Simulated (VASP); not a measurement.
# SnSe (Fm-3m) in VASP: further runs

Runs on SnSe. Level: r2SCAN. Tasks: single point.

All numbers are computed with VASP 6.6.1; they aren't measurements. Logs are shortened: lines on timing, memory, paths and dates and some standing lists are left out, and cuts for length are marked.

### Step 1. The cell of the first run

Symmetry: Fm-3m, No. 225, cubic system. Conventional cell: a = 5.939 Å, b = 5.939 Å, c = 5.939 Å, α = 90.00°, β = 90.00°, γ = 90.00°. Within 3.9 Å of Sn (site symmetry m-3m) lie 6 Se at 2.97 Å. Se (site symmetry m-3m) has 6 Sn at 2.97 Å within 3.9 Å.

### Step 2. Single point, r2SCAN

POSCAR

```
SnSe
1.0
    0.0000000000      2.9693193375      2.9693193375
    2.9693193375      0.0000000000      2.9693193375
    2.9693193375      2.9693193375      0.0000000000
Sn Se
1 1
Direct
    0.0000000000      0.0000000000      0.0000000000
    0.5000000000      0.5000000000      0.5000000000
```

INCAR.step1

```
PREC = Accurate
ENCUT = 550
ISMEAR = 0
SIGMA = 0.01
LREAL = False
LASPH = True
NELM = 120
NBANDS = 17
GGA = PE
ALGO = Normal
EDIFF = 1E-5
LWAVE = True
LCHARG = False
GGA_COMPAT = False
```

INCAR.step2

```
PREC = Accurate
ENCUT = 550
EDIFF = 1E-6
ISMEAR = 0
SIGMA = 0.01
LREAL = False
LASPH = True
NELM = 120
ALGO = Normal
ISIF = 2
LWAVE = False
LCHARG = True
METAGGA = R2SCAN
LMIXTAU = True
LELF = True
LVHAR = True
NBANDS = 17
ISTART = 1
GGA_COMPAT = False
```

KPOINTS

```
regular mesh
0
Gamma
  5 5 5
```

Potentials or basis: VASP PAW PBE potentials, release 64 (Sn_d, Se).

Command:

```bash
$ cat potpaw_PBE.64/Sn_d/POTCAR potpaw_PBE.64/Se/POTCAR > POTCAR
$ cp INCAR.step1 INCAR
$ mpirun -np 1 vasp_std > vasp.out
$ cp INCAR.step2 INCAR
$ mpirun -np 1 vasp_std > vasp.out
```

OUTCAR:

```text
PREC = Accurate
   ENCUT = 550
   EDIFF = 1E-6
   ISMEAR = 0
   LREAL = False
   LASPH = True
   NELM = 120
   ISIF = 2
   METAGGA = R2SCAN
   ISTART = 1

 ion  position               nearest neighbor table
   1  0.000  0.000  0.000-   2 2.97   2 2.97   2 2.97   2 2.97   2 2.97   2 2.97
   2  0.500  0.500  0.500-   1 2.97   1 2.97   1 2.97   1 2.97   1 2.97   1 2.97

  LATTYP: Found a face centered cubic cell.
 ALAT       =     5.9386386750

  Lattice vectors:

 A1 = (   0.0000000000,   2.9693193375,   2.9693193375)
 A2 = (   2.9693193375,   0.0000000000,   2.9693193375)
 A3 = (   2.9693193375,   2.9693193375,   0.0000000000)

Analysis of symmetry for initial positions (statically):
=====================================================================
 Subroutine PRICEL returns:
 Original cell was already a primitive cell.

 Routine SETGRP: Setting up the symmetry group for a
 face centered cubic supercell.

 Subroutine GETGRP returns: Found 48 space group operations
 (whereof 48 operations were pure point group operations)
 out of a pool of 48 trial point group operations.

The static configuration has the point symmetry O_h .

Analysis of symmetry for dynamics (positions and initial velocities):
=====================================================================
 Subroutine PRICEL returns:
 Original cell was already a primitive cell.

 Routine SETGRP: Setting up the symmetry group for a
 face centered cubic supercell.

 Subroutine GETGRP returns: Found 48 space group operations
 (whereof 48 operations were pure point group operations)
 out of a pool of 48 trial point group operations.

The dynamic configuration has the point symmetry O_h .

 Subroutine INISYM returns: Found 48 space group operations
 (whereof 48 operations are pure point group operations),
 and found     1 'primitive' translations

----------------------------------------------------------------------------------------

                                     Primitive cell

  volume of cell :      52.3601

  direct lattice vectors                    reciprocal lattice vectors
     0.000000000  2.969319337  2.969319337    -0.168388760  0.168388760  0.168388760
     2.969319337  0.000000000  2.969319337     0.168388760 -0.168388760  0.168388760
     2.969319337  2.969319337  0.000000000     0.168388760  0.168388760 -0.168388760

  length of vectors
     4.199251678  4.199251678  4.199251678     0.291657887  0.291657887  0.291657887

  position of ions in fractional coordinates (direct lattice)
     0.000000000  0.000000000  0.000000000
     0.500000000  0.500000000  0.500000000

  ion indices of the primitive-cell ions
   primitive index   ion index
                 1           1
                 2           2

----------------------------------------------------------------------------------------

 KPOINTS: regular mesh

Automatic generation of k-mesh.
 Grid dimensions read from file:
 generate k-points for:    5    5    5

 Generating k-lattice:

  Cartesian coordinates                     Fractional coordinates (reciprocal lattice)
    -0.033677752  0.033677752  0.033677752     0.200000000  0.000000000  0.000000000
     0.033677752 -0.033677752  0.033677752     0.000000000  0.200000000  0.000000000
     0.033677752  0.033677752 -0.033677752     0.000000000  0.000000000  0.200000000

  Length of vectors
     0.058331577  0.058331577  0.058331577

  Shift w.r.t. Gamma in fractional coordinates (k-lattice)
     0.000000000  0.000000000  0.000000000

 Subroutine IBZKPT returns following result:
 ===========================================

 Found     10 irreducible k-points:

 Following reciprocal coordinates:
            Coordinates               Weight
  0.000000  0.000000  0.000000      1.000000
  0.200000  0.000000  0.000000      8.000000
  0.400000  0.000000  0.000000      8.000000
  0.200000  0.200000  0.000000      6.000000
  0.400000  0.200000  0.000000     24.000000
 -0.400000  0.200000  0.000000     24.000000
 -0.200000  0.200000  0.000000     12.000000
  0.400000  0.400000  0.000000      6.000000
 -0.400000  0.400000  0.000000     12.000000
 -0.400000  0.400000  0.200000     24.000000
   k-points           NKPTS =     10   k-points in BZ     NKDIM =     10   number of bands    NBANDS=     17
   number of dos      NEDOS =    301   number of ions     NIONS =      2
   total plane-waves  NPLWV =  32768
   dimension x,y,z NGX =    32 NGY =   32 NGZ =   32
   dimension x,y,z NGXF=    64 NGYF=   64 NGZF=   64
   ions per type =               1   1
   NGX,Y,Z   is equivalent  to a cutoff of  12.67, 12.67, 12.67 a.u.
   NGXF,Y,Z  is equivalent  to a cutoff of  25.34, 25.34, 25.34 a.u.
 SYSTEM =  unknown system
   PREC   = accura    normal or accurate (medium, high low for compatibility)
   ISTART =      1    job   : 0-new  1-cont  2-samecut
   ICHARG =      0    charge: 1-file 2-atom 10-const
   ISPIN  =      1    spin polarized calculation?
   LNONCOLLINEAR =      F non collinear calculations
   LSORBIT =      F    spin-orbit coupling
   LASPH  =      T    aspherical Exc in radial PAW
   ENCUT  =  550.0 eV  40.42 Ry    6.36 a.u.   8.03  8.03  8.03*2*pi/ulx,y,z
   NELM   =    120;   NELMIN=  2; NELMDL=  0     # of ELM steps
   EDIFF  = 0.1E-05   stopping-criterion for ELM
   LREAL  =      F    real-space projection
[... 7 lines left out ...]
   TEBEG  =    0.0;   TEEND  =   0.0 temperature during run
   PSTRESS=    0.0 pullay stress
   NELECT =      20.0000    total number of electrons
   NUPDOWN=      -1.0000    fix difference up-down
   EMIN   =  10.00;   EMAX   =-10.00  energy-range for DOS
   EFERMI =   0.00;   METHOD = LEGACY
   ISMEAR =     0;   SIGMA  =   0.01  broadening in eV -4-tet -1-fermi 0-gaus
   EFERMI_NEDOS =   21; number of points for ismear=-14 and -15
   IALGO  =     38    algorithm
   IMIX   =      4    mixing-type and parameters
     AMIX     =   0.40;   BMIX     =  1.00
     AMIX_MAG =   1.60;   BMIX_MAG =  1.00
  volume/ion in A,a.u.               =      26.18       176.67
  Fermi-wavevector in a.u.,A,eV,Ry     =   1.187822  2.244658 19.196738  1.410920
  Thomas-Fermi vector in A             =   2.323965
   LORBIT       =      0    0 simple, 1 ext, 2 COOP (PROOUT), +10 PAW based schemes
   METAGGA = R2SCAN    functional components
   LHFCALC =     F    Hartree Fock is set to
   AEXX    =    0.0000 exact exchange contribution
   IVDW    =     0    specifies the selected vdW correction
   LEPSILON=     F    determine dielectric tensor
   LRPA    =     F    only Hartree local field effects (RPA)
 non-spin polarized calculation
 Gauss-broadening in eV      SIGMA  =   0.01
  energy-cutoff  :      550.00
  volume of cell :       52.36
 maximum number of plane-waves:      1539
   NGX = 17   NGY = 17   NGZ = 17

 number of electron      20.0000006 magnetization

 Free energy of the ion-electron system (eV)
  ---------------------------------------------------
  ext. energy  EPLUGINS =         0.00000000
  ---------------------------------------------------
  free energy    TOTEN  =       -39.88633812 eV

  energy without entropy =      -39.88633812  energy(sigma->0) =      -39.88633812

 E-fermi :   6.0737     XC(G=0): -10.3983

 val. band max:        5.9544107226   @ k =  -0.2000   0.2000   0.0000
 cond. band min:       6.9799969076   @ k =  -0.2000   0.2000   0.0000
 fundamental gap:      1.0255861851
 Fermi energy:         6.0736526407

 k-point     1 :       0.0000    0.0000    0.0000
  band No.  band energies     occupation
      1     -16.3876      2.00000
      2     -16.3876      2.00000
      3     -16.3826      2.00000
      4     -16.3826      2.00000
      5     -16.3826      2.00000
      6      -8.8535      2.00000
      7       1.0622      2.00000
      8       3.4037      2.00000
      9       3.4037      2.00000
     10       3.4037      2.00000
     11      10.6880      0.00000
     12      10.6880      0.00000
     13      10.6880      0.00000
     14      12.1567      0.00000
     15      12.1567      0.00000
     16      12.1567      0.00000
     17      14.5276      0.00000

 k-point     2 :       0.2000    0.0000    0.0000
  band No.  band energies     occupation
      1     -16.3908      2.00000
      2     -16.3908      2.00000
      3     -16.3817      2.00000
      4     -16.3778      2.00000
      5     -16.3778      2.00000
      6      -8.5500      2.00000
      7      -0.5459      2.00000
      8       3.4674      2.00000
      9       3.4674      2.00000
     10       4.6783      2.00000
     11       8.9316      0.00000
     12       9.0658      0.00000
     13       9.0658      0.00000
     14      12.3009      0.00000
     15      13.0963      0.00000
     16      13.0963      0.00000
     17      17.0250      0.00000

 k-point     3 :       0.4000    0.0000    0.0000
  band No.  band energies     occupation
      1     -16.3969      2.00000
      2     -16.3969      2.00000
      3     -16.3802      2.00000
      4     -16.3691      2.00000
      5     -16.3691      2.00000
      6      -7.9215      2.00000
      7      -2.3404      2.00000
      8       3.6409      2.00000
      9       3.6409      2.00000
     10       5.8589      2.00000
     11       7.1845      0.00000
     12       7.5014      0.00000
     13       7.5014      0.00000
     14      13.9540      0.00000
     15      15.5089      0.00000
     16      15.5089      0.00000
     17      17.8802      0.00000

 k-point     4 :       0.2000    0.2000    0.0000
  band No.  band energies     occupation
      1     -16.3985      2.00000
      2     -16.3854      2.00000
      3     -16.3844      2.00000
      4     -16.3755      2.00000
      5     -16.3755      2.00000
      6      -8.4469      2.00000
      7      -0.4121      2.00000
      8       2.7965      2.00000
      9       2.7965      2.00000
     10       4.9532      2.00000
     11       7.6932      0.00000
     12      10.5205      0.00000
     13      10.6612      0.00000
     14      10.6612      0.00000
     15      14.6202      0.00000
     16      14.6202      0.00000
     17      15.0685      0.00000

 k-point     5 :       0.4000    0.2000    0.0000
  band No.  band energies     occupation
      1     -16.4069      2.00000
      2     -16.3874      2.00000
      3     -16.3836      2.00000
      4     -16.3705      2.00000
      5     -16.3675      2.00000
      6      -7.9098      2.00000
      7      -1.6064      2.00000
      8       2.4372      2.00000
      9       2.6425      2.00000
     10       4.0177      2.00000
     11       8.5028      0.00000
     12       9.6213      0.00000
     13       9.9007      0.00000
     14      11.3971      0.00000
     15      16.2039      0.00000
     16      16.6114      0.00000
     17      17.9044      0.00000

 k-point     6 :      -0.4000    0.2000    0.0000
  band No.  band energies     occupation
      1     -16.4048      2.00000
      2     -16.3931      2.00000
      3     -16.3771      2.00000
      4     -16.3711      2.00000
      5     -16.3676      2.00000
      6      -7.6465      2.00000
      7      -2.2211      2.00000
      8       1.7118      2.00000
      9       3.1666      2.00000
     10       4.7602      2.00000
     11       7.8534      0.00000
     12       8.1825      0.00000
     13      10.3714      0.00000
     14      13.8011      0.00000
     15      14.9307      0.00000
     16      15.5129      0.00000
     17      18.5901      0.00000

 k-point     7 :      -0.2000    0.2000    0.0000
  band No.  band energies     occupation
      1     -16.3951      2.00000
      2     -16.3943      2.00000
      3     -16.3797      2.00000
      4     -16.3749      2.00000
      5     -16.3716      2.00000
      6      -8.1212      2.00000
      7      -1.4710      2.00000
      8       2.0730      2.00000
      9       3.8159      2.00000
     10       5.9544      2.00000
     11       6.9800      0.00000
     12       7.6932      0.00000
     13      10.2800      0.00000
     14      13.2385      0.00000
     15      13.3860      0.00000
     16      16.0723      0.00000
     17      16.3544      0.00000

 k-point     8 :       0.4000    0.4000    0.0000
  band No.  band energies     occupation
      1     -16.4235      2.00000
      2     -16.3898      2.00000
      3     -16.3792      2.00000
      4     -16.3634      2.00000
      5     -16.3634      2.00000
      6      -7.6151      2.00000
      7      -0.8378      2.00000
      8       1.2335      2.00000
      9       1.9834      2.00000
     10       1.9834      2.00000
     11       9.2993      0.00000
     12      11.5210      0.00000
     13      11.6213      0.00000
     14      11.6213      0.00000
     15      16.4728      0.00000
     16      18.3223      0.00000
     17      18.9170      0.00000

 k-point     9 :      -0.4000    0.4000    0.0000
  band No.  band energies     occupation
      1     -16.4215      2.00000
      2     -16.3854      2.00000
      3     -16.3830      2.00000
      4     -16.3650      2.00000
      5     -16.3631      2.00000
      6      -7.4394      2.00000
      7      -1.1657      2.00000
      8       0.2029      2.00000
      9       2.1964      2.00000
     10       2.9314      2.00000
     11       9.6899      0.00000
     12      10.4147      0.00000
     13      11.3558      0.00000
     14      12.0909      0.00000
     15      17.0652      0.00000
     16      17.0740      0.00000
     17      18.8208      0.00000

 k-point    10 :      -0.4000    0.4000    0.2000
  band No.  band energies     occupation
      1     -16.4137      2.00000
      2     -16.3877      2.00000
      3     -16.3804      2.00000
      4     -16.3712      2.00000
      5     -16.3635      2.00000
      6      -7.5251      2.00000
      7      -1.5937      2.00000
      8       1.1701      2.00000
      9       1.3574      2.00000
     10       4.7273      2.00000
     11       7.8715      0.00000
     12      10.5990      0.00000
     13      10.8725      0.00000
     14      12.9165      0.00000
     15      14.7427      0.00000
     16      17.9039      0.00000
     17      17.9395      0.00000

------------------------ aborting loop because EDIFF is reached ----------------------------------------

  FORCE on cell =-STRESS in cart. coord.  units (eV):
  Direction    XX          YY          ZZ          XY          YZ          ZX
  --------------------------------------------------------------------------------------
  -------------------------------------------------------------------------------------
  Total        0.6920210      0.6920210      0.6920210      0.0000000     -0.0000000      0.0000000
  in kB       21.1752789     21.1752789     21.1752789      0.0000000     -0.0000000      0.0000000
  external PRESSURE =      21.1752789 kB  Pullay stress =       0.0000000 kB

 VOLUME and BASIS-vectors are now :
 -----------------------------------------------------------------------------
  energy-cutoff  :      550.00
  volume of cell :       52.36
      direct lattice vectors                 reciprocal lattice vectors
     0.000000000  2.969319337  2.969319337    -0.168388760  0.168388760  0.168388760
     2.969319337  0.000000000  2.969319337     0.168388760 -0.168388760  0.168388760
     2.969319337  2.969319337  0.000000000     0.168388760  0.168388760 -0.168388760

 POSITION                                       TOTAL-FORCE (eV/Angst)
 -----------------------------------------------------------------------------------
      0.00000      0.00000      0.00000         0.000000      0.000000     -0.000000
      2.96932      2.96932      2.96932        -0.000000     -0.000000      0.000000
 -----------------------------------------------------------------------------------
    total drift:                                0.000000     -0.000000     -0.000000

  FREE ENERGIE OF THE ION-ELECTRON SYSTEM (eV)
  ---------------------------------------------------
  free  energy   TOTEN  =       -39.8863381172 eV

  energy  without entropy=      -39.8863381172  energy(sigma->0) =      -39.88633812
```

Run time: 43 s. Hardware: 1 thread of AMD EPYC 7R43 (Zen 3), shared host; peak memory 0.15 GiB.

Results:

```yaml
Free_energy: -39.8863 eV
Pressure: 2.1 GPa
```

Levels at points of the mesh, in eV from the Fermi level:
| k point | band 6 | band 7 | band 8 | band 9 | band 10 | band 11 | band 12 | band 13 | band 14 | band 15 |
| --- | --- | --- | --- | --- | --- | --- | --- | --- | --- | --- |
| (0.00, 0.00, 0.00) | -14.93 | -5.01 | -2.67 | -2.67 | -2.67 | 4.61 | 4.61 | 4.61 | 6.08 | 6.08 |

Caveat: this odd mesh misses L, where the gap lies, so gap, dielectric constants and Born charges aren't listed; the PAW data sets were made with another functional, which shifts forces and pressure a little; spin-orbit coupling is left out, which moves the levels of the heavy elements.

### Step 3. Single point, r2SCAN

This run uses another cell than the first one, of 27.27 Å³/atom, 1.042 times its volume.

POSCAR

```
SnSe
1.0
    0.0000000000      3.0100000000      3.0100000000
    3.0100000000      0.0000000000      3.0100000000
    3.0100000000      3.0100000000      0.0000000000
Sn Se
1 1
Direct
    0.0000000000      0.0000000000      0.0000000000
    0.5000000000      0.5000000000      0.5000000000
```

INCAR.step1

```
ALGO     = Normal         # electronic algorithm
EDIFF    = 1E-5           # SCF threshold, eV
ENCUT    = 550            # plane-wave cutoff, eV
GGA      = PE             # functional
GGA_COMPAT= False        
ISMEAR   = 0              # smearing method
LASPH    = True           # aspherical terms in the spheres
LCHARG   = False          # write CHGCAR
LREAL    = False          # projectors in reciprocal space
LWAVE    = True           # write WAVECAR
NBANDS   = 17             # bands
NELM     = 120            # most SCF steps
PREC     = Accurate       # precision mode
SIGMA    = 0.01           # smearing width, eV
```

INCAR.step2

```
ALGO     = Normal         # electronic algorithm
EDIFF    = 1E-6           # SCF threshold, eV
ENCUT    = 550            # plane-wave cutoff, eV
GGA_COMPAT= False        
ISIF     = 2              # what is computed and relaxed
ISMEAR   = 0              # smearing method
ISTART   = 1            
LASPH    = True           # aspherical terms in the spheres
LCHARG   = False          # write CHGCAR
LMIXTAU  = True         
LREAL    = False          # projectors in reciprocal space
LWAVE    = False          # write WAVECAR
METAGGA  = R2SCAN         # meta-GGA
NBANDS   = 17             # bands
NELM     = 120            # most SCF steps
PREC     = Accurate       # precision mode
SIGMA    = 0.01           # smearing width, eV
```

KPOINTS

```
k-points
0
Gamma
  5 5 5
```

Potentials or basis: VASP PAW PBE potentials, release 64 (Sn_d, Se).

Command:

```bash
$ cat potpaw_PBE.64/Sn_d/POTCAR potpaw_PBE.64/Se/POTCAR > POTCAR
$ cp INCAR.step1 INCAR
$ mpirun -np 1 vasp_std > vasp.out
$ cp INCAR.step2 INCAR
$ mpirun -np 1 vasp_std > vasp.out
```

It took 78 s on 1 thread of AMD EPYC 7R43 (Zen 3), shared host; peak memory 0.18 GiB.

Results (log left out):

| Item | Value |
| --- | --- |
| Free energy | -39.8994 eV |
| Pressure | -0.2 GPa |

Levels at points of the mesh, in eV from the Fermi level:
```tsv
k point	band 8	band 9	band 10	band 11	band 12	band 13
(0.00, 0.00, 0.00)	-2.37	-2.37	-2.37	4.63	4.63	4.63
```

Caveat: this odd mesh misses L, where the gap lies, so gap, dielectric constants and Born charges aren't listed; the PAW data sets were made with another functional, which shifts forces and pressure a little; spin-orbit coupling is left out, which moves the levels of the heavy elements.

(Continued in part 2 of 2.)
